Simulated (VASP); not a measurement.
# Ga (Cmcm) in VASP: single point with PBE

Aim: the single point of Ga with PBE.

Program: VASP 6.6.1. These are calculated values, not measurements. Logs are shortened: lines on timing, memory, paths and dates and some standing lists are left out, and cuts for length are marked.

### 1 The cell of the first run

It takes space group Cmcm (No. 63, orthorhombic). The conventional cell has a = 7.681 Å, b = 4.741 Å, c = 4.594 Å, α = 90.00°, β = 90.00°, γ = 90.00°. Within 3.4 Å of Ga (site symmetry m) lie 7 Ga at 2.59 to 2.85 Å.

### 2 Single point, PBE (strained)

File INCAR:

```
SYSTEM = Ga
ALGO = Fast
EDIFF = 1E-6
ENCUT = 520
GGA = PE
ISIF = 2
ISMEAR = 0
LASPH = .True.
LCHARG = .False.
LREAL = .False.
LWAVE = .False.
NBANDS = 34
NELM = 80
PREC = Accurate
SIGMA = 0.1
```

File KPOINTS:

```
k-points
0
Gamma
  10 10 10
  0 0 0
```

File POSCAR:

```
Ga
1.0
    3.8404690627     -2.3703701855      0.0000000000
    3.8404690627      2.3703701855      0.0000000000
    0.0000000000      0.0000000000      4.5938626166
Ga
4
Direct
    1.0043838286      0.3591414981      0.2500000000
    0.3591414981      1.0043838286      0.7500000000
   -0.0043838286      0.6408585019      0.7500000000
    0.6408585019     -0.0043838286      0.2500000000
```

Potentials or basis: VASP PAW PBE potentials, release 64 (Ga_d).

On the command line:

```
$ cat potpaw_PBE.64/Ga_d/POTCAR > POTCAR
$ mpirun -np 1 vasp_std > vasp.out
```

OUTCAR:

```text
SYSTEM = Ga
   EDIFF = 1E-6
   ENCUT = 520
   GGA = PE
   ISIF = 2
   ISMEAR = 0
   LASPH = .True.
   LREAL = .False.
   NELM = 80
   PREC = Accurate

 ion  position               nearest neighbor table
   1  0.004  0.359  0.250-   4 2.59   4 2.59   3 2.62   3 2.62   4 2.79   2 2.85   2 2.85
   2  0.359  0.004  0.750-   3 2.59   3 2.59   4 2.62   4 2.62   3 2.79   1 2.85   1 2.85
   3  0.996  0.641  0.750-   2 2.59   2 2.59   1 2.62   1 2.62   2 2.79   4 2.85   4 2.85
   4  0.641  0.996  0.250-   1 2.59   1 2.59   2 2.62   2 2.62   1 2.79   3 2.85   3 2.85

  LATTYP: Found a base centered orthorhombic cell.
 ALAT       =     4.7407403710
 B/A-ratio  =     1.6201980122
 C/A-ratio  =     0.9690179713

  Lattice vectors:

 A1 = (  -3.8404690627,  -2.3703701855,   0.0000000000)
 A2 = (   3.8404690627,  -2.3703701855,   0.0000000000)
 A3 = (   0.0000000000,   0.0000000000,   4.5938626166)

Analysis of symmetry for initial positions (statically):
=====================================================================
 Subroutine PRICEL returns:
 Original cell was already a primitive cell.

 Routine SETGRP: Setting up the symmetry group for a
 base centered orthorhombic supercell.

 Subroutine GETGRP returns: Found  8 space group operations
 (whereof  4 operations were pure point group operations)
 out of a pool of  8 trial point group operations.

The static configuration has the point symmetry C_2h.
 The point group associated with its full space group is D_2h.

Analysis of symmetry for dynamics (positions and initial velocities):
=====================================================================
 Subroutine PRICEL returns:
 Original cell was already a primitive cell.

 Routine SETGRP: Setting up the symmetry group for a
 base centered orthorhombic supercell.

 Subroutine GETGRP returns: Found  8 space group operations
 (whereof  4 operations were pure point group operations)
 out of a pool of  8 trial point group operations.

The dynamic configuration has the point symmetry C_2h.
 The point group associated with its full space group is D_2h.

 Subroutine INISYM returns: Found  8 space group operations
 (whereof  4 operations are pure point group operations),
 and found     1 'primitive' translations

----------------------------------------------------------------------------------------

                                     Primitive cell

  volume of cell :      83.6389

  direct lattice vectors                    reciprocal lattice vectors
     3.840469063 -2.370370186  0.000000000     0.130192430 -0.210937516  0.000000000
     3.840469063  2.370370186  0.000000000     0.130192430  0.210937516  0.000000000
     0.000000000  0.000000000  4.593862617     0.000000000  0.000000000  0.217681738

  length of vectors
     4.513076272  4.513076272  4.593862617     0.247880424  0.247880424  0.217681738

  position of ions in fractional coordinates (direct lattice)
     0.004383829  0.359141498  0.250000000
     0.359141498  0.004383829  0.750000000
     0.995616171  0.640858502  0.750000000
     0.640858502  0.995616171  0.250000000

  ion indices of the primitive-cell ions
   primitive index   ion index
                 1           1
                 2           2
                 3           3
                 4           4

----------------------------------------------------------------------------------------

 KPOINTS: k-points

Automatic generation of k-mesh.
 Grid dimensions read from file:
 generate k-points for:   10   10   10

 Generating k-lattice:

  Cartesian coordinates                     Fractional coordinates (reciprocal lattice)
     0.013019243 -0.021093752  0.000000000     0.100000000  0.000000000  0.000000000
     0.013019243  0.021093752  0.000000000     0.000000000  0.100000000  0.000000000
     0.000000000  0.000000000  0.021768174     0.000000000  0.000000000  0.100000000

  Length of vectors
     0.024788042  0.024788042  0.021768174

  Shift w.r.t. Gamma in fractional coordinates (k-lattice)
     0.000000000  0.000000000  0.000000000

 Subroutine IBZKPT returns following result:
 ===========================================

 Found    186 irreducible k-points:

 Following reciprocal coordinates:
            Coordinates               Weight
  0.000000  0.000000  0.000000      1.000000
  0.100000  0.000000  0.000000      4.000000
  0.200000  0.000000  0.000000      4.000000
  0.300000  0.000000  0.000000      4.000000
  0.400000  0.000000  0.000000      4.000000
  0.500000  0.000000  0.000000      2.000000
[... 16 lines left out ...]
  0.300000  0.300000  0.000000      2.000000
  0.400000  0.300000  0.000000      4.000000
 [... further k-points ...]
   k-points           NKPTS =    186   k-points in BZ     NKDIM =    186   number of bands    NBANDS=     34
   number of dos      NEDOS =    301   number of ions     NIONS =      4
   total plane-waves  NPLWV =  46656
   dimension x,y,z NGX =    36 NGY =   36 NGZ =   36
   dimension x,y,z NGXF=    72 NGYF=   72 NGZF=   72
   ions per type =               4
   NGX,Y,Z   is equivalent  to a cutoff of  13.26, 13.26, 13.03 a.u.
   NGXF,Y,Z  is equivalent  to a cutoff of  26.52, 26.52, 26.06 a.u.
 SYSTEM =  Ga
   PREC   = accura    normal or accurate (medium, high low for compatibility)
   ISTART =      0    job   : 0-new  1-cont  2-samecut
   ICHARG =      2    charge: 1-file 2-atom 10-const
   ISPIN  =      1    spin polarized calculation?
   LNONCOLLINEAR =      F non collinear calculations
   LSORBIT =      F    spin-orbit coupling
   LASPH  =      T    aspherical Exc in radial PAW
   ENCUT  =  520.0 eV  38.22 Ry    6.18 a.u.   8.39  8.39  8.54*2*pi/ulx,y,z
   NELM   =     80;   NELMIN=  2; NELMDL= -5     # of ELM steps
   EDIFF  = 0.1E-05   stopping-criterion for ELM
   LREAL  =      F    real-space projection
   EDIFFG = 0.1E-04   stopping-criterion for IOM
   NSW    =      0    number of steps for IOM
   IBRION =     -1    ionic relax: 0-MD 1-quasi-New 2-CG
   NFREE  =      0    steps in history (QN), initial steepest desc. (CG)
   ISIF   =      2    stress and relaxation
   ISYM   =      2    0-nonsym 1-usesym 2-fastsym
   POTIM  = 0.5000    time-step for ionic-motion
   TEBEG  =    0.0;   TEEND  =   0.0 temperature during run
   PSTRESS=    0.0 pullay stress
   NELECT =      52.0000    total number of electrons
   NUPDOWN=      -1.0000    fix difference up-down
   EMIN   =  10.00;   EMAX   =-10.00  energy-range for DOS
   EFERMI =   0.00;   METHOD = LEGACY
   ISMEAR =     0;   SIGMA  =   0.10  broadening in eV -4-tet -1-fermi 0-gaus
   EFERMI_NEDOS =   21; number of points for ismear=-14 and -15
   IALGO  =     68    algorithm
   IMIX   =      4    mixing-type and parameters
     AMIX     =   0.40;   BMIX     =  1.00
     AMIX_MAG =   1.60;   BMIX_MAG =  1.00
  volume/ion in A,a.u.               =      20.91       141.11
  Fermi-wavevector in a.u.,A,eV,Ry     =   1.397247  2.640414 26.562636  1.952299
  Thomas-Fermi vector in A             =   2.520522
   LORBIT       =      0    0 simple, 1 ext, 2 COOP (PROOUT), +10 PAW based schemes
   GGA     = PE    functional components
   LHFCALC =     F    Hartree Fock is set to
   AEXX    =    0.0000 exact exchange contribution
   IVDW    =     0    specifies the selected vdW correction
   LEPSILON=     F    determine dielectric tensor
   LRPA    =     F    only Hartree local field effects (RPA)
 non-spin polarized calculation
 RMM-DIIS sequential band-by-band and
 Gauss-broadening in eV      SIGMA  =   0.10
  energy-cutoff  :      520.00
  volume of cell :       83.64
 maximum number of plane-waves:      2273
 NGX is ok and might be reduce to    36
   NGX = 17   NGY = 17   NGZ = 17

 number of electron      52.0000030 magnetization

 Free energy of the ion-electron system (eV)
  ---------------------------------------------------
  ext. energy  EPLUGINS =         0.00000000
  ---------------------------------------------------
  free energy    TOTEN  =       -11.17888881 eV

  energy without entropy =      -11.17180781  energy(sigma->0) =      -11.17534831

 E-fermi :   4.4324     XC(G=0): -10.2423

 val. band max:        4.4314960877   @ k =   0.2000   0.0000   0.1000
 cond. band min:       4.4330904541   @ k =   0.0000   0.0000   0.4000
 fundamental gap:      0.0015943664
 Fermi energy:         4.4323521628

 k-point     1 :       0.0000    0.0000    0.0000
  band No.  band energies     occupation
      1     -10.7481      2.00000
      2     -10.6909      2.00000
      3     -10.6607      2.00000
      4     -10.6373      2.00000
      5     -10.5800      2.00000
      6     -10.5586      2.00000
[... 26 lines left out ...]
     33       9.9418      0.00000
     34      11.8175      0.00000

 k-point     2 :       0.1000    0.0000    0.0000
  band No.  band energies     occupation
      1     -10.7413      2.00000
      2     -10.7162      2.00000
      3     -10.6367      2.00000
      4     -10.6338      2.00000
      5     -10.6066      2.00000
      6     -10.5758      2.00000
[... 26 lines left out ...]
     33      10.5174      0.00000
     34      11.2093      0.00000

 k-point     3 :       0.2000    0.0000    0.0000
  band No.  band energies     occupation
      1     -10.7454      2.00000
      2     -10.7216      2.00000
      3     -10.6530      2.00000
      4     -10.6349      2.00000
      5     -10.6098      2.00000
      6     -10.5945      2.00000
[... 26 lines left out ...]
     33      10.9464      0.00000
     34      11.8042      0.00000
[... 704 lines left out ...]
 k-point    23 :       0.3000    0.3000    0.0000
  band No.  band energies     occupation
      1     -10.7580      2.00000
      2     -10.6795      2.00000
      3     -10.6478      2.00000
      4     -10.6209      2.00000
      5     -10.6051      2.00000
      6     -10.6008      2.00000
[... 26 lines left out ...]
     33       9.5600      0.00000
     34      11.3372      0.00000

 k-point    24 :       0.4000    0.3000    0.0000
  band No.  band energies     occupation
      1     -10.7529      2.00000
      2     -10.6990      2.00000
      3     -10.6373      2.00000
      4     -10.6341      2.00000
      5     -10.6185      2.00000
      6     -10.5974      2.00000
[... 26 lines left out ...]
     33      10.9756      0.00000
     34      11.5567      0.00000

 [... further k-points ...]
[... 5 lines left out ...]
  --------------------------------------------------------------------------------------
  -------------------------------------------------------------------------------------
  Total       -1.4772131      2.9451257      3.2885260      0.0000000     -0.0000000      0.0000000
  in kB      -28.2973179     56.4164788     62.9946142      0.0000000     -0.0000000      0.0000000
  external PRESSURE =      30.3712584 kB  Pullay stress =       0.0000000 kB

 VOLUME and BASIS-vectors are now :
 -----------------------------------------------------------------------------
  energy-cutoff  :      520.00
  volume of cell :       83.64
      direct lattice vectors                 reciprocal lattice vectors
     3.840469063 -2.370370186  0.000000000     0.130192430 -0.210937516  0.000000000
     3.840469063  2.370370186  0.000000000     0.130192430  0.210937516  0.000000000
     0.000000000  0.000000000  4.593862617     0.000000000  0.000000000  0.217681738

 POSITION                                       TOTAL-FORCE (eV/Angst)
 -----------------------------------------------------------------------------------
      1.39611      0.84091      1.14847        -1.248962     -0.237800      0.000000
      1.39611     -0.84091      3.44540        -1.248962      0.237800      0.000000
      6.28483     -0.84091      3.44540         1.248962      0.237800     -0.000000
      6.28483      0.84091      1.14847         1.248962     -0.237800     -0.000000
 -----------------------------------------------------------------------------------
    total drift:                                0.000000     -0.000000     -0.000000

  FREE ENERGIE OF THE ION-ELECTRON SYSTEM (eV)
  ---------------------------------------------------
  free  energy   TOTEN  =       -11.1788888065 eV

  energy  without entropy=      -11.1718078099  energy(sigma->0) =      -11.17534831
```

Run time: 7.4 min. Hardware: 1 thread of Intel Xeon Platinum 8375C at 2.90GHz (Ice Lake), shared host; peak memory 0.47 GiB.

What came out:

* Free energy: -11.1789 eV
* Pressure: 3.0 GPa
* Largest force: 1.271 eV/Å
* Band gap on the k mesh: zero (bands 26 and 27 overlap by 1.35 eV)

Forces in eV/Å, atoms in the order of the input:
```
Ga  -1.249 -0.238  0.000
Ga  -1.249  0.238  0.000
Ga   1.249  0.238  0.000
Ga   1.249 -0.238  0.000
```

Stress tensor (GPa, compression positive):
```
-2.83  0.00  0.00
 0.00  5.64  0.00
 0.00  0.00  6.30
```

Caveat: the cell differs from its parent crystal (strained); the cell stands under pressure; forces of over 1 eV/Å act on the atoms, so gaps and moduli don't describe the material at rest.
